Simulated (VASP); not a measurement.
# Sn (P6/mmm) in VASP: relaxation of cell and atoms with PBE

Aim: the relaxation of cell and atoms of Sn with PBE.

Program: VASP 6.6.1. These are calculated values, not measurements. Logs are shortened: lines on timing, memory, paths and dates and some standing lists are left out, and cuts for length are marked.

## 1. The cell of the first run

It takes space group P6/mmm (No. 191, hexagonal). Conventional cell: a = 5.225 Å, b = 5.225 Å, c = 3.239 Å, α = 90.00°, β = 90.00°, γ = 120.00°. Sn (site symmetry 6/mmm) has 14 Sn at 3.24 to 3.42 Å within 4.3 Å. Sn (site symmetry -6m2) has 11 Sn at 3.02 to 3.42 Å within 4.0 Å.

This isn't the form of Sn at room conditions, which is tetragonal (white tin).

## 2. Relaxation of cell and atoms, PBE, target pressure 4.4 GPa, at which the enthalpy is minimised

INCAR reads:

```
PREC = Accurate
ENCUT = 600
EDIFF = 1E-6
ISMEAR = -1
SIGMA = 0.1
LREAL = False
LASPH = True
NELM = 80
ALGO = Normal
ISIF = 3
LWAVE = False
LCHARG = False
GGA = PE
IBRION = 2
NSW = 60
EDIFFG = -0.005
PSTRESS = 44.0
```

KPOINTS reads:

```
regular mesh
0
Gamma
  7 7 10
```

POSCAR reads:

```
Sn
1.0
    5.2248937858      0.0000000000      0.0000000000
   -2.6124468929      4.5248907506      0.0000000000
    0.0000000000      0.0000000000      3.2394341472
Sn
3
Direct
    0.0000000000      0.0000000000      0.0000000000
    0.3333333333      0.6666666667      0.5000000000
    0.6666666667      0.3333333333      0.5000000000
```

Potentials or basis: VASP PAW PBE potentials, release 64 (Sn_d).

Command:

```sh
cat potpaw_PBE.64/Sn_d/POTCAR > POTCAR
mpirun -np 1 vasp_std > vasp.out
```

OUTCAR:

```text
PREC = Accurate
   ENCUT = 600
   EDIFF = 1E-6
   ISMEAR = -1
   LREAL = False
   LASPH = True
   NELM = 80
   ISIF = 3
   GGA = PE
   IBRION = 2
   NSW = 60
   EDIFFG = -0.005
   PSTRESS = 44.0

 ion  position               nearest neighbor table
   1  0.000  0.000  0.000-   2 3.42   3 3.42   2 3.42   3 3.42   3 3.42   3 3.42   2 3.42   2 3.42
                             3 3.42   3 3.42   2 3.42   2 3.42
   2  0.333  0.667  0.500-   3 3.02   3 3.02   3 3.02   1 3.42   1 3.42   1 3.42   1 3.42   1 3.42
                             1 3.42
   3  0.667  0.333  0.500-   2 3.02   2 3.02   2 3.02   1 3.42   1 3.42   1 3.42   1 3.42   1 3.42
                             1 3.42

  LATTYP: Found a hexagonal cell.
 ALAT       =     5.2248937858
 C/A-ratio  =     0.6200000000

  Lattice vectors:

 A1 = (   5.2248937858,   0.0000000000,   0.0000000000)
 A2 = (  -2.6124468929,   4.5248907506,   0.0000000000)
 A3 = (   0.0000000000,   0.0000000000,   3.2394341472)

Analysis of symmetry for initial positions (statically):
=====================================================================
 Subroutine PRICEL returns:
 Original cell was already a primitive cell.

 Routine SETGRP: Setting up the symmetry group for a
 hexagonal supercell.

 Subroutine GETGRP returns: Found 24 space group operations
 (whereof 24 operations were pure point group operations)
 out of a pool of 24 trial point group operations.

The static configuration has the point symmetry D_6h.

Analysis of symmetry for dynamics (positions and initial velocities):
=====================================================================
 Subroutine PRICEL returns:
 Original cell was already a primitive cell.

 Routine SETGRP: Setting up the symmetry group for a
 hexagonal supercell.

 Subroutine GETGRP returns: Found 24 space group operations
 (whereof 24 operations were pure point group operations)
 out of a pool of 24 trial point group operations.

The dynamic configuration has the point symmetry D_6h.

 Subroutine INISYM returns: Found 24 space group operations
 (whereof 24 operations are pure point group operations),
 and found     1 'primitive' translations

----------------------------------------------------------------------------------------

                                     Primitive cell

  volume of cell :      76.5869

  direct lattice vectors                    reciprocal lattice vectors
     5.224893786  0.000000000  0.000000000     0.191391450  0.110499905  0.000000000
    -2.612446893  4.524890751  0.000000000     0.000000000  0.220999811  0.000000000
     0.000000000  0.000000000  3.239434147     0.000000000  0.000000000  0.308695888

  length of vectors
     5.224893786  5.224893786  3.239434147     0.220999811  0.220999811  0.308695888

  position of ions in fractional coordinates (direct lattice)
     0.000000000  0.000000000  0.000000000
     0.333333333  0.666666667  0.500000000
     0.666666667  0.333333333  0.500000000

  ion indices of the primitive-cell ions
   primitive index   ion index
                 1           1
                 2           2
                 3           3

----------------------------------------------------------------------------------------

 KPOINTS: regular mesh

Automatic generation of k-mesh.
 Grid dimensions read from file:
 generate k-points for:    7    7   10

 Generating k-lattice:

  Cartesian coordinates                     Fractional coordinates (reciprocal lattice)
     0.027341636  0.015785701  0.000000000     0.142857143  0.000000000  0.000000000
     0.000000000  0.031571402  0.000000000     0.000000000  0.142857143  0.000000000
     0.000000000  0.000000000  0.030869589     0.000000000  0.000000000  0.100000000

  Length of vectors
     0.031571402  0.031571402  0.030869589

  Shift w.r.t. Gamma in fractional coordinates (k-lattice)
     0.000000000  0.000000000  0.000000000

 Subroutine IBZKPT returns following result:
 ===========================================

 Found     48 irreducible k-points:

 Following reciprocal coordinates:
            Coordinates               Weight
  0.000000  0.000000  0.000000      1.000000
  0.142857 -0.000000  0.000000      6.000000
  0.285714  0.000000  0.000000      6.000000
  0.428571  0.000000  0.000000      6.000000
  0.142857  0.142857  0.000000      6.000000
  0.285714  0.142857  0.000000     12.000000
[... 16 lines left out ...]
  0.428571  0.142857  0.200000     12.000000
  0.285714  0.285714  0.200000     12.000000
 [... further k-points ...]
   k-points           NKPTS =     48   k-points in BZ     NKDIM =     48   number of bands    NBANDS=     25
   number of dos      NEDOS =    301   number of ions     NIONS =      3
   total plane-waves  NPLWV =  49392
   dimension x,y,z NGX =    42 NGY =   42 NGZ =   28
   dimension x,y,z NGXF=    84 NGYF=   84 NGZF=   56
   ions per type =               3
   NGX,Y,Z   is equivalent  to a cutoff of  13.36, 13.36, 14.37 a.u.
   NGXF,Y,Z  is equivalent  to a cutoff of  26.73, 26.73, 28.74 a.u.
 SYSTEM =  unknown system
   PREC   = accura    normal or accurate (medium, high low for compatibility)
   ISTART =      0    job   : 0-new  1-cont  2-samecut
   ICHARG =      2    charge: 1-file 2-atom 10-const
   ISPIN  =      1    spin polarized calculation?
   LNONCOLLINEAR =      F non collinear calculations
   LSORBIT =      F    spin-orbit coupling
   LASPH  =      T    aspherical Exc in radial PAW
   ENCUT  =  600.0 eV  44.10 Ry    6.64 a.u.  10.44 10.44  6.47*2*pi/ulx,y,z
   NELM   =     80;   NELMIN=  2; NELMDL= -5     # of ELM steps
   EDIFF  = 0.1E-05   stopping-criterion for ELM
   LREAL  =      F    real-space projection
   EDIFFG = -.5E-02   stopping-criterion for IOM
   NSW    =     60    number of steps for IOM
   IBRION =      2    ionic relax: 0-MD 1-quasi-New 2-CG
   NFREE  =      1    steps in history (QN), initial steepest desc. (CG)
   ISIF   =      3    stress and relaxation
   ISYM   =      2    0-nonsym 1-usesym 2-fastsym
   POTIM  = 0.5000    time-step for ionic-motion
   TEBEG  =    0.0;   TEEND  =   0.0 temperature during run
   PSTRESS=   44.0 pullay stress
   NELECT =      42.0000    total number of electrons
   NUPDOWN=      -1.0000    fix difference up-down
   EMIN   =  10.00;   EMAX   =-10.00  energy-range for DOS
   EFERMI =   0.00;   METHOD = LEGACY
   ISMEAR =    -1;   SIGMA  =   0.10  broadening in eV -4-tet -1-fermi 0-gaus
   EFERMI_NEDOS =   21; number of points for ismear=-14 and -15
   IALGO  =     38    algorithm
   IMIX   =      4    mixing-type and parameters
     AMIX     =   0.40;   BMIX     =  1.00
     AMIX_MAG =   1.60;   BMIX_MAG =  1.00
  volume/ion in A,a.u.               =      25.53       172.28
  Fermi-wavevector in a.u.,A,eV,Ry     =   1.340005  2.532242 24.430796  1.795613
  Thomas-Fermi vector in A             =   2.468352
   LORBIT       =      0    0 simple, 1 ext, 2 COOP (PROOUT), +10 PAW based schemes
   GGA     = PE    functional components
   LHFCALC =     F    Hartree Fock is set to
   AEXX    =    0.0000 exact exchange contribution
   IVDW    =     0    specifies the selected vdW correction
   LEPSILON=     F    determine dielectric tensor
   LRPA    =     F    only Hartree local field effects (RPA)
 conjugate gradient relaxation of ions
 non-spin polarized calculation
  energy-cutoff  :      600.00
  volume of cell :       76.59
 maximum number of plane-waves:      2593
 NGX is ok and might be reduce to    42
   NGX = 21   NGY = 21   NGZ = 13

--------------------------------------- Ionic step        1  -------------------------------------------

 number of electron      42.0000003 magnetization

 Free energy of the ion-electron system (eV)
  ---------------------------------------------------
  ext. energy  EPLUGINS =         0.00000000
  ---------------------------------------------------
  free energy    TOTEN  =       -11.22796699 eV

  energy without entropy =      -11.17807407  energy(sigma->0) =      -11.20302053

------------------------ aborting loop because EDIFF is reached ----------------------------------------

  FORCE on cell =-STRESS in cart. coord.  units (eV):
  Direction    XX          YY          ZZ          XY          YZ          ZX
  --------------------------------------------------------------------------------------
  -------------------------------------------------------------------------------------
  Total        2.7069792      2.7069792      1.8352403      0.0000000     -0.0000000      0.0000000
  in kB       56.6292460     56.6292460     38.3927129      0.0000000     -0.0000000      0.0000000
  external PRESSURE =       6.5504017 kB  Pullay stress =      44.0000000 kB

 VOLUME and BASIS-vectors are now :
 -----------------------------------------------------------------------------
  energy-cutoff  :      600.00
  volume of cell :       76.59
      direct lattice vectors                 reciprocal lattice vectors
     5.224893786  0.000000000  0.000000000     0.191391450  0.110499905  0.000000000
    -2.612446893  4.524890751  0.000000000     0.000000000  0.220999811  0.000000000
     0.000000000  0.000000000  3.239434147     0.000000000  0.000000000  0.308695888
[... 282 lines left out ...]
  FREE ENERGIE OF THE ION-ELECTRON SYSTEM (eV)
  ---------------------------------------------------
  free  energy   TOTEN  =       -11.2544352617 eV

  energy  without entropy=      -11.2029797619  energy(sigma->0) =      -11.22870751

  enthalpy is  TOTEN    =        -9.1316494653 eV   P V=        2.1227857963

--------------------------------------- Ionic step        9  -------------------------------------------

 number of electron      42.0000001 magnetization

 Free energy of the ion-electron system (eV)
  ---------------------------------------------------
  ext. energy  EPLUGINS =         0.00000000
  ---------------------------------------------------
  free energy    TOTEN  =       -11.25426257 eV

  energy without entropy =      -11.20280445  energy(sigma->0) =      -11.22853351

 E-fermi :   8.8441     XC(G=0): -10.6124

 val. band max:        8.8361711489   @ k =   0.2857   0.1429   0.3000
 cond. band min:       8.8444690456   @ k =   0.2857   0.0000   0.2000
 fundamental gap:      0.0082978967
 Fermi energy:         8.8441170512

 k-point     1 :       0.0000    0.0000    0.0000
  band No.  band energies     occupation
      1     -12.9680      2.00000
      2     -12.8728      2.00000
      3     -12.8728      2.00000
      4     -12.8684      2.00000
      5     -12.8133      2.00000
      6     -12.8133      2.00000
[... 17 lines left out ...]
     24      15.4659      0.00000
     25      17.3124      0.00000
[... 621 lines left out ...]
      3     -12.8824      2.00000
      4     -12.8616      2.00000
      5     -12.8449      2.00000
      6     -12.8353      2.00000
[... 17 lines left out ...]
     24      10.9904      0.00000
     25      13.7592      0.00000

 [... further k-points ...]

------------------------ aborting loop because EDIFF is reached ----------------------------------------

  FORCE on cell =-STRESS in cart. coord.  units (eV):
  Direction    XX          YY          ZZ          XY          YZ          ZX
  --------------------------------------------------------------------------------------
  -------------------------------------------------------------------------------------
  Total        2.1331381      2.1331381      2.1152463      0.0000000      0.0000000     -0.0000000
  in kB       44.2182027     44.2182027     43.8473189      0.0000000      0.0000000     -0.0000000
  external PRESSURE =       0.0945748 kB  Pullay stress =      44.0000000 kB

 VOLUME and BASIS-vectors are now :
 -----------------------------------------------------------------------------
  energy-cutoff  :      600.00
  volume of cell :       77.29
      direct lattice vectors                 reciprocal lattice vectors
     5.274815822 -0.000000000  0.000000000     0.189580079  0.109454110 -0.000000000
    -2.637407911  4.568124502  0.000000000     0.000000000  0.218908219  0.000000000
     0.000000000 -0.000000000  3.207622452    -0.000000000 -0.000000000  0.311757389

 POSITION                                       TOTAL-FORCE (eV/Angst)
 -----------------------------------------------------------------------------------
      0.00000      0.00000      0.00000        -0.000000     -0.000000     -0.000000
     -0.00000      3.04542      1.60381         0.000000     -0.000000     -0.000000
      2.63741      1.52271      1.60381        -0.000000      0.000000      0.000000
 -----------------------------------------------------------------------------------
    total drift:                                0.000000      0.000000     -0.000000

  FREE ENERGIE OF THE ION-ELECTRON SYSTEM (eV)
  ---------------------------------------------------
  free  energy   TOTEN  =       -11.2542625673 eV

  energy  without entropy=      -11.2028044549  energy(sigma->0) =      -11.22853351

  enthalpy is  TOTEN    =        -9.1316507840 eV   P V=        2.1226117833

 reached required accuracy - stopping structural energy minimisation
```

Wall time 5.4 min (1 thread of Intel Xeon 8259CL, shared host); peak memory 0.27 GiB.

What came out:

| Property | Result |
| --- | --- |
| Free energy | -11.2543 eV |
| Relaxed volume | 25.76 Å³/atom |
| Relaxed cell | a = 5.275 Å, b = 5.275 Å, c = 3.208 Å, α = 90.00°, β = 90.00°, γ = 120.00° |
| Space group after relaxing (to 0.1 Å) | P6/mmm (No. 191) |
| Energy change on relaxing (the run minimises the enthalpy) | -8.8 meV/atom |
| Ionic steps | 9 |
| Pressure after relaxing | 4.4 GPa |
| Band gap on the k mesh | zero (bands 21 and 22 overlap by 4.67 eV) |

The path:
```
step  energy change (eV)  largest force (eV/Å)  pressure (GPa)  volume (Å³)
   1              0.0000                0.0000            5.06        76.59
   2             -0.0377                0.0000            4.01        77.74
   3             -0.0359                0.0000            4.08        77.68
   4             -0.0256                0.0000            4.44        77.27
   5             -0.0259                0.0000            4.40        77.28
   6             -0.0262                0.0000            4.39        77.29
   7             -0.0268                0.0000            4.36        77.31
   8             -0.0265                0.0000            4.37        77.30
   9             -0.0263                0.0000            4.41        77.29
```

Final structure:
```yaml
crystal:
  lattice:
    - [5.27482, 0.00000, 0.00000]
    - [-2.63741, 4.56812, 0.00000]
    - [0.00000, 0.00000, 3.20762]
  atoms:
    - { symbol: Sn, position: [0.00000, 0.00000, 0.00000] }
    - { symbol: Sn, position: [0.33333, 0.66667, 0.50000] }
    - { symbol: Sn, position: [0.66667, 0.33333, 0.50000] }
```

Caveat: the cell is relaxed towards a set pressure, so the run minimises the enthalpy, not the energy; spin-orbit coupling is left out, which moves the levels of the heavy elements.
